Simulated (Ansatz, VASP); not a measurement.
# One calculation of WSe, two programs

```
W Se
1.0
     0.00000    2.83863    2.83863
     2.83863    0.00000    2.83863
     2.83863    2.83863    0.00000
W Se
1 1
Direct
  0.25000 0.25000 0.25000
  0.00000 0.00000 0.00000
```

Change from the starting cell: ordered vacancies on the cation sites of antifluorite (F-43m, No. 216).

Alike in both runs: functional PBE; k mesh 16 × 16 × 16; occupations gaussian, width 0.1 eV; collinear spin.

Ansatz relaxed the structure, and its values are those at the end. VASP's run is a single point on that final structure, the one shown.

|  | VASP | Ansatz |
| --- | --- | --- |
| version | VASP 6.6.1 | Ansatz 0.2.0 |
| potentials or method | VASP PAW PBE potentials, release 64 (W_sv, Se), cutoff 520 eV | scalar-relativistic, plane waves, PAW |
| valence electrons in the cell | 20 | 30 |

Ansatz gave:

```
gap on the k mesh at the Fermi level (eV)                     : none
pressure (GPa)                                                : 0.0
net moment per atom (μB)                                      : 0.64
size of the moment on the site where the two differ most (μB) : 0.79
```

Question: Which values does VASP return?

Answer: gap on the k mesh at the Fermi level (eV): none; pressure (GPa): 0.2; net moment per atom (μB): 0.64; size of the moment on the site where the two differ most (μB): 1.02.

Site moments also hang on the region over which each program counts them. A gap of «none» marks a metal or a gap that the smearing closes. With one functional, cell and mesh, what is left measures potentials, basis and numerics. VASP's potentials hold 20 valence electrons a cell and Ansatz's 30, so a difference there can come from the potentials and not from the codes.

Neither program's run includes spin-orbit coupling.
